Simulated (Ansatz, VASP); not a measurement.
# One calculation of MgO, two programs

The input POSCAR:

```
MgO
1.0
    0.0000000000      2.1351500000      2.1351500000
    2.1351500000      0.0000000000      2.1351500000
    2.1351500000      2.1351500000      0.0000000000
Mg O
1 1
Direct
    0.0000000000      0.0000000000      0.0000000000
    0.4795096363      0.4795096363      0.5204903637
```

INCAR.step1

```
  PREC = Accurate
  ENCUT = 660
  ISMEAR = 0
  SIGMA = 0.05
  LREAL = False
  LASPH = True
  NELM = 120
  NBANDS = 15
  GGA = PE
  ALGO = Normal
  EDIFF = 1E-5
  LWAVE = True
  LCHARG = False
  GGA_COMPAT = False
```

File INCAR.step2:

```
  PREC = Accurate
  ENCUT = 660
  EDIFF = 1E-6
  ISMEAR = 0
  SIGMA = 0.05
  LREAL = False
  LASPH = True
  NELM = 120
  ALGO = Normal
  ISIF = 2
  LWAVE = False
  LCHARG = False
  METAGGA = R2SCAN
  LMIXTAU = True
  NBANDS = 15
  ISTART = 1
  GGA_COMPAT = False
```

Contents of KPOINTS:

```
Automatic mesh
0
Gamma
  10 10 10
```

Input for Ansatz:

```yaml
crystal:
  lattice:
    - [0.0, 2.13515, 2.13515]
    - [2.13515, 0.0, 2.13515]
    - [2.13515, 2.13515, 0.0]
  atoms:
    - { symbol: Mg, position: [0.0, 0.0, 0.0] }
    - { symbol: O, position: [0.4795096363, 0.4795096363, 0.5204903637] }
basis:
  ecutwfc: 500
kpoints:
  mp_grid: { grid: [10, 10, 10] }
hamiltonian:
  xc: r2scan
scf:
  occupations: { method: gaussian, width: 0.05 }
output:
  forces: true
  stress: true
  eigenvalues: true
```

Change from the starting cell: all O atoms moved +0.087 Å, as atom 2 towards its neighbour atom 1 (Mg) at 2.135 Å.

Alike in both runs: task single point; functional r2SCAN; k mesh 10 × 10 × 10; occupations gaussian, width 0.05 eV; no spin polarisation.

```csv
,VASP,Ansatz
version,VASP 6.6.1,Ansatz 0.2.0
potentials or method,"VASP PAW PBE potentials, release 64 (Mg_sv, O), cutoff 660 eV","scalar-relativistic, plane waves, PAW"
valence electrons in the cell,16,16
```

```csv
,VASP,Ansatz,Ansatz less VASP
gap on the k mesh at the Fermi level (eV),5.25,5.22,-0.030
least direct gap on the mesh (eV),5.25,5.22,-0.030
pressure (GPa),-6.6,-6.4,+0.14
"traceless stress, the component that is largest in VASP (GPa)",1.58,1.57,-0.010
rms of the force components (eV/Å),0.245,0.239,-0.0064
```

VASP's potentials were made for PBE, not for r2SCAN. Atom by atom the forces differ by 0.006 eV/Å (rms over components).
